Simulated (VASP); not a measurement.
# BaTiO3 in VASP: further runs

BaTiO3 is run at these levels: PBE; tasks: single point.

All numbers are computed with VASP 6.6.1; they aren't measurements. Logs are shortened: lines on timing, memory, paths and dates and some standing lists are left out, and cuts for length are marked.

### Step 1. The cell of the first run

It takes space group Pm-3m (No. 221, cubic). Conventional cell: a = 3.858 Å, b = 3.858 Å, c = 3.858 Å, α = 90.00°, β = 90.00°, γ = 90.00°. Within 3.6 Å of Ba (site symmetry m-3m) lie 12 O at 2.73 Å and 8 Ti at 3.34 Å. Within 2.6 Å of Ti (site symmetry m-3m) lie 6 O at 1.93 Å. O (site symmetry 4/mmm) has 2 Ti at 1.93 Å within 2.6 Å.

### Step 2. Single point, PBE (strain -0.040 along x and y, -0.040 along z)

Input file INCAR:

```
ALGO     = Normal         # electronic algorithm
EDIFF    = 1E-6           # SCF threshold, eV
ENCUT    = 1340           # plane-wave cutoff, eV
GGA      = PE             # functional
GGA_COMPAT= F            
ISIF     = 2              # what is computed and relaxed
ISMEAR   = 0              # smearing method
LASPH    = T              # aspherical terms in the spheres
LCHARG   = F              # write CHGCAR
LREAL    = F              # projectors in reciprocal space
LWAVE    = F              # write WAVECAR
NBANDS   = 28             # bands
NELM     = 120            # most SCF steps
PREC     = Accurate       # precision mode
SIGMA    = 0.05           # smearing width, eV
```

Input file KPOINTS:

```
k-points
0
Gamma
  8 8 8
```

Input file POSCAR:

```
BaTiO3
1.0
    3.8584625870      0.0000000000      0.0000000000
    0.0000000000      3.8584625870      0.0000000000
    0.0000000000      0.0000000000      3.8585100676
Ba Ti O
1 1 3
Direct
    0.0000000000      0.0000000000      0.0000000000
    0.5000000000      0.5000000000      0.5000000000
    0.5000000000      0.5000000000      0.0000000000
    0.5000000000      0.0000000000      0.5000000000
    0.0000000000      0.5000000000      0.5000000000
```

Potentials or basis: VASP PAW PBE potentials, release 64 (Ba_sv, Ti_sv, O_h).

Run with:

```console
cat potpaw_PBE.64/Ba_sv/POTCAR potpaw_PBE.64/Ti_sv/POTCAR potpaw_PBE.64/O_h/POTCAR > POTCAR
mpirun -np 1 vasp_std > vasp.out
```

OUTCAR:

```text
EDIFF = 1E-6
   ENCUT = 1340
   GGA = PE
   ISIF = 2
   ISMEAR = 0
   LASPH = T
   LREAL = F
   NELM = 120
   PREC = Accurate

 ion  position               nearest neighbor table
   1  0.000  0.000  0.000-   3 2.73   3 2.73   3 2.73   3 2.73   5 2.73   4 2.73   5 2.73   5 2.73
                             5 2.73   4 2.73   4 2.73   4 2.73   2 3.34   2 3.34   2 3.34   2 3.34
   2  0.500  0.500  0.500-   4 1.93   5 1.93   4 1.93   5 1.93   3 1.93   3 1.93   1 3.34   1 3.34
                             1 3.34   1 3.34   1 3.34   1 3.34   1 3.34   1 3.34
   3  0.500  0.500  0.000-   2 1.93   2 1.93   1 2.73   1 2.73   1 2.73   1 2.73
   4  0.500  0.000  0.500-   2 1.93   2 1.93   1 2.73   1 2.73   1 2.73   1 2.73
   5  0.000  0.500  0.500-   2 1.93   2 1.93   1 2.73   1 2.73   1 2.73   1 2.73

  LATTYP: Found a simple tetragonal cell.
 ALAT       =     3.8584625870
 C/A-ratio  =     1.0000123056

  Lattice vectors:

 A1 = (   3.8584625870,   0.0000000000,   0.0000000000)
 A2 = (   0.0000000000,   3.8584625870,   0.0000000000)
 A3 = (   0.0000000000,   0.0000000000,   3.8585100676)

Analysis of symmetry for initial positions (statically):
=====================================================================
 Subroutine PRICEL returns:
 Original cell was already a primitive cell.

 Routine SETGRP: Setting up the symmetry group for a
 simple tetragonal supercell.

 Subroutine GETGRP returns: Found 16 space group operations
 (whereof 16 operations were pure point group operations)
 out of a pool of 16 trial point group operations.

The static configuration has the point symmetry D_4h.

Analysis of symmetry for dynamics (positions and initial velocities):
=====================================================================
 Subroutine PRICEL returns:
 Original cell was already a primitive cell.

 Routine SETGRP: Setting up the symmetry group for a
 simple tetragonal supercell.

 Subroutine GETGRP returns: Found 16 space group operations
 (whereof 16 operations were pure point group operations)
 out of a pool of 16 trial point group operations.

The dynamic configuration has the point symmetry D_4h.

 Subroutine INISYM returns: Found 16 space group operations
 (whereof 16 operations are pure point group operations),
 and found     1 'primitive' translations

----------------------------------------------------------------------------------------

                                     Primitive cell

  volume of cell :      57.4445

  direct lattice vectors                    reciprocal lattice vectors
     3.858462587  0.000000000  0.000000000     0.259170583  0.000000000  0.000000000
     0.000000000  3.858462587  0.000000000     0.000000000  0.259170583  0.000000000
     0.000000000  0.000000000  3.858510068     0.000000000  0.000000000  0.259167394

  length of vectors
     3.858462587  3.858462587  3.858510068     0.259170583  0.259170583  0.259167394

  position of ions in fractional coordinates (direct lattice)
     0.000000000  0.000000000  0.000000000
     0.500000000  0.500000000  0.500000000
     0.500000000  0.500000000  0.000000000
     0.500000000  0.000000000  0.500000000
     0.000000000  0.500000000  0.500000000

  ion indices of the primitive-cell ions
   primitive index   ion index
                 1           1
                 2           2
                 3           3
                 4           4
                 5           5

----------------------------------------------------------------------------------------

 KPOINTS: k-points

Automatic generation of k-mesh.
 Grid dimensions read from file:
 generate k-points for:    8    8    8

 Generating k-lattice:

  Cartesian coordinates                     Fractional coordinates (reciprocal lattice)
     0.032396323  0.000000000  0.000000000     0.125000000  0.000000000  0.000000000
     0.000000000  0.032396323  0.000000000     0.000000000  0.125000000  0.000000000
     0.000000000  0.000000000  0.032395924     0.000000000  0.000000000  0.125000000

  Length of vectors
     0.032396323  0.032396323  0.032395924

  Shift w.r.t. Gamma in fractional coordinates (k-lattice)
     0.000000000  0.000000000  0.000000000

 Subroutine IBZKPT returns following result:
 ===========================================

 Found     75 irreducible k-points:

 Following reciprocal coordinates:
            Coordinates               Weight
  0.000000  0.000000  0.000000      1.000000
  0.125000  0.000000  0.000000      4.000000
  0.250000  0.000000  0.000000      4.000000
  0.375000  0.000000  0.000000      4.000000
  0.500000  0.000000  0.000000      2.000000
  0.125000  0.125000  0.000000      4.000000
[... 16 lines left out ...]
  0.375000  0.125000  0.125000     16.000000
  0.500000  0.125000  0.125000      8.000000
 [... further k-points ...]
   k-points           NKPTS =     75   k-points in BZ     NKDIM =     75   number of bands    NBANDS=     28
   number of dos      NEDOS =    301   number of ions     NIONS =      5
   total plane-waves  NPLWV = 110592
   dimension x,y,z NGX =    48 NGY =   48 NGZ =   48
   dimension x,y,z NGXF=    96 NGYF=   96 NGZF=   96
   ions per type =               1   1   3
   NGX,Y,Z   is equivalent  to a cutoff of  20.68, 20.68, 20.68 a.u.
   NGXF,Y,Z  is equivalent  to a cutoff of  41.36, 41.36, 41.36 a.u.
 SYSTEM =  unknown system
   PREC   = accura    normal or accurate (medium, high low for compatibility)
   ISTART =      0    job   : 0-new  1-cont  2-samecut
   ICHARG =      2    charge: 1-file 2-atom 10-const
   ISPIN  =      1    spin polarized calculation?
   LNONCOLLINEAR =      F non collinear calculations
   LSORBIT =      F    spin-orbit coupling
   LASPH  =      T    aspherical Exc in radial PAW
   ENCUT  = 1340.0 eV  98.49 Ry    9.92 a.u.  11.52 11.52 11.52*2*pi/ulx,y,z
   NELM   =    120;   NELMIN=  2; NELMDL= -5     # of ELM steps
   EDIFF  = 0.1E-05   stopping-criterion for ELM
   LREAL  =      F    real-space projection
   EDIFFG = 0.1E-04   stopping-criterion for IOM
   NSW    =      0    number of steps for IOM
   IBRION =     -1    ionic relax: 0-MD 1-quasi-New 2-CG
   NFREE  =      0    steps in history (QN), initial steepest desc. (CG)
   ISIF   =      2    stress and relaxation
   ISYM   =      2    0-nonsym 1-usesym 2-fastsym
   POTIM  = 0.5000    time-step for ionic-motion
   TEBEG  =    0.0;   TEEND  =   0.0 temperature during run
   PSTRESS=    0.0 pullay stress
   NELECT =      40.0000    total number of electrons
   NUPDOWN=      -1.0000    fix difference up-down
   EMIN   =  10.00;   EMAX   =-10.00  energy-range for DOS
   EFERMI =   0.00;   METHOD = LEGACY
   ISMEAR =     0;   SIGMA  =   0.05  broadening in eV -4-tet -1-fermi 0-gaus
   EFERMI_NEDOS =   21; number of points for ismear=-14 and -15
   IALGO  =     38    algorithm
   IMIX   =      4    mixing-type and parameters
     AMIX     =   0.40;   BMIX     =  1.00
     AMIX_MAG =   1.60;   BMIX_MAG =  1.00
  volume/ion in A,a.u.               =      11.49        77.53
  Fermi-wavevector in a.u.,A,eV,Ry     =   1.451038  2.742064 28.647216  2.105511
  Thomas-Fermi vector in A             =   2.568581
   LORBIT       =      0    0 simple, 1 ext, 2 COOP (PROOUT), +10 PAW based schemes
   GGA     = PE    functional components
   LHFCALC =     F    Hartree Fock is set to
   AEXX    =    0.0000 exact exchange contribution
   IVDW    =     0    specifies the selected vdW correction
   LEPSILON=     F    determine dielectric tensor
   LRPA    =     F    only Hartree local field effects (RPA)
 non-spin polarized calculation
 Gauss-broadening in eV      SIGMA  =   0.05
  energy-cutoff  :     1340.00
  volume of cell :       57.44
 maximum number of plane-waves:      6432
 NGX is ok and might be reduce to    48
   NGX = 23   NGY = 23   NGZ = 23

 number of electron      40.0000001 magnetization

 Free energy of the ion-electron system (eV)
  ---------------------------------------------------
  ext. energy  EPLUGINS =         0.00000000
  ---------------------------------------------------
  free energy    TOTEN  =       -39.35530450 eV

  energy without entropy =      -39.35530450  energy(sigma->0) =      -39.35530450

 E-fermi :   5.5211     XC(G=0): -11.8541

 val. band max:        5.1233932536   @ k =   0.5000   0.5000   0.5000
 cond. band min:       7.0839475207   @ k =   0.0000   0.0000   0.0000
 fundamental gap:      1.9605542671
 Fermi energy:         5.5210524881

 k-point     1 :       0.0000    0.0000    0.0000
  band No.  band energies     occupation
      1     -51.0339      2.00000
      2     -27.3154      2.00000
      3     -27.3154      2.00000
      4     -27.3154      2.00000
      5     -19.4837      2.00000
      6     -11.9866      2.00000
[... 20 lines left out ...]
     27      10.3262      0.00000
     28      13.8189      0.00000

 k-point     2 :       0.1250    0.0000    0.0000
  band No.  band energies     occupation
      1     -51.0336      2.00000
      2     -27.3289      2.00000
      3     -27.3148      2.00000
      4     -27.3148      2.00000
      5     -19.4529      2.00000
      6     -12.0210      2.00000
[... 20 lines left out ...]
     27      10.6936      0.00000
     28      14.2151      0.00000

 k-point     3 :       0.2500    0.0000    0.0000
  band No.  band energies     occupation
      1     -51.0330      2.00000
      2     -27.3613      2.00000
      3     -27.3135      2.00000
      4     -27.3135      2.00000
      5     -19.3770      2.00000
      6     -12.1834      2.00000
[... 20 lines left out ...]
     27      11.6368      0.00000
     28      14.0402      0.00000

 k-point     4 :       0.3750    0.0000    0.0000
  band No.  band energies     occupation
      1     -51.0323      2.00000
      2     -27.3934      2.00000
      3     -27.3122      2.00000
      4     -27.3122      2.00000
      5     -19.2983      2.00000
      6     -12.3886      2.00000
[... 578 lines left out ...]
     27      12.1522      0.00000
     28      14.2435      0.00000

 k-point    23 :       0.3750    0.1250    0.1250
  band No.  band energies     occupation
      1     -51.0318      2.00000
      2     -27.3915      2.00000
      3     -27.3250      2.00000
      4     -27.3244      2.00000
      5     -19.2594      2.00000
      6     -12.2206      2.00000
[... 20 lines left out ...]
     27      13.2245      0.00000
     28      14.4060      0.00000

 k-point    24 :       0.5000    0.1250    0.1250
  band No.  band energies     occupation
      1     -51.0315      2.00000
      2     -27.4045      2.00000
      3     -27.3243      2.00000
      4     -27.3239      2.00000
      5     -19.2298      2.00000
      6     -12.2894      2.00000
[... 20 lines left out ...]
     27      13.6778      0.00000
     28      14.5671      0.00000

 [... further k-points ...]

------------------------ aborting loop because EDIFF is reached ----------------------------------------

  FORCE on cell =-STRESS in cart. coord.  units (eV):
  Direction    XX          YY          ZZ          XY          YZ          ZX
  --------------------------------------------------------------------------------------
  -------------------------------------------------------------------------------------
  Total       10.2922477     10.2922477     10.2709832      0.0000000      0.0000000      0.0000000
  in kB      287.0599382    287.0599382    286.4668518      0.0000000      0.0000000      0.0000000
  external PRESSURE =     286.8622428 kB  Pullay stress =       0.0000000 kB

 VOLUME and BASIS-vectors are now :
 -----------------------------------------------------------------------------
  energy-cutoff  :     1340.00
  volume of cell :       57.44
      direct lattice vectors                 reciprocal lattice vectors
     3.858462587  0.000000000  0.000000000     0.259170583  0.000000000  0.000000000
     0.000000000  3.858462587  0.000000000     0.000000000  0.259170583  0.000000000
     0.000000000  0.000000000  3.858510068     0.000000000  0.000000000  0.259167394

 POSITION                                       TOTAL-FORCE (eV/Angst)
 -----------------------------------------------------------------------------------
      0.00000      0.00000      0.00000         0.000000      0.000000      0.000000
      1.92923      1.92923      1.92926         0.000000      0.000000      0.000000
      1.92923      1.92923      0.00000         0.000000      0.000000      0.000000
      1.92923      0.00000      1.92926         0.000000      0.000000      0.000000
      0.00000      1.92923      1.92926         0.000000      0.000000      0.000000
 -----------------------------------------------------------------------------------
    total drift:                                0.000000     -0.000000     -0.000000

  FREE ENERGIE OF THE ION-ELECTRON SYSTEM (eV)
  ---------------------------------------------------
  free  energy   TOTEN  =       -39.3553045045 eV

  energy  without entropy=      -39.3553045045  energy(sigma->0) =      -39.35530450
```

Wall time 9 min (1 thread of AMD EPYC 7R43 (Zen 3), shared host); peak memory 0.64 GiB.

Results:

- Free energy: -39.3553 eV
- Pressure: 28.7 GPa
- Band gap on the k mesh: 1.96 eV (least direct gap 1.98 eV)

Caveat: the cell differs from its parent crystal (strain -0.040 along x and y, -0.040 along z); the cell stands under pressure; spin-orbit coupling is left out, which moves the levels of the heavy elements. A k mesh can miss the band edges.

### Step 3. Single point, PBE (strain +0.000 along x and y, -0.040 along z)

Input file INCAR:

```
ALGO = Normal
EDIFF = 1E-6
ENCUT = 1340
GGA = PE
GGA_COMPAT = False
ISIF = 2
ISMEAR = 0
LASPH = True
LCHARG = True
LELF = True
LREAL = False
LVHAR = True
LWAVE = False
NBANDS = 28
NELM = 120
PREC = Accurate
SIGMA = 0.05
```

KPOINTS is that of step 2.

Changes to POSCAR since step 2:

```diff
@@ -2,4 +2,4 @@
 1.0
-    3.8584625870      0.0000000000      0.0000000000
-    0.0000000000      3.8584625870      0.0000000000
+    4.0192318615      0.0000000000      0.0000000000
+    0.0000000000      4.0192318615      0.0000000000
     0.0000000000      0.0000000000      3.8585100676
```

Potentials or basis: VASP PAW PBE potentials, release 64 (Ba_sv, Ti_sv, O_h).

Run with:

```console
cat potpaw_PBE.64/Ba_sv/POTCAR potpaw_PBE.64/Ti_sv/POTCAR potpaw_PBE.64/O_h/POTCAR > POTCAR
mpirun -np 1 vasp_std > vasp.out
```

Wall time 4.3 min (1 thread of Intel Xeon 6975P-C (Granite Rapids), shared host); peak memory 0.7 GiB.

Results (log left out):

```yaml
Free_energy: -39.8704 eV
Pressure: 9.6 GPa
Band_gap_on_the_k_mesh: 1.71 eV (least direct gap 1.83 eV)
```

Stress tensor (GPa, compression positive):
```
 6.35  0.00  0.00
 0.00  6.35  0.00
 0.00  0.00 15.97
```

Levels at points of the mesh, in eV from the valence-band top:
| k point | band 18 | band 19 | band 20 | band 21 | band 22 | band 23 |
| --- | --- | --- | --- | --- | --- | --- |
| (0.00, 0.00, 0.00) | -0.17 | -0.17 | -0.12 | 1.71 | 1.79 | 1.79 |
| (0.50, 0.00, 0.00) | -1.74 | -0.75 | -0.71 | 1.95 | 3.47 | 3.49 |
| (0.50, 0.50, 0.00) | -1.14 | -1.14 | -0.22 | 3.49 | 3.49 | 3.88 |
| (0.00, 0.00, 0.50) | -1.94 | -0.78 | -0.78 | 1.92 | 3.84 | 3.84 |
| (0.50, 0.00, 0.50) | -0.79 | -0.78 | -0.12 | 3.48 | 3.85 | 4.13 |
| (0.50, 0.50, 0.50) | -0.10 | 0.00 | 0.00 | 4.17 | 4.39 | 4.39 |

Caveat: the cell differs from its parent crystal (strain +0.000 along x and y, -0.040 along z); the stress differs along the axes, from 6 to 16 GPa; spin-orbit coupling is left out, which moves the levels of the heavy elements.
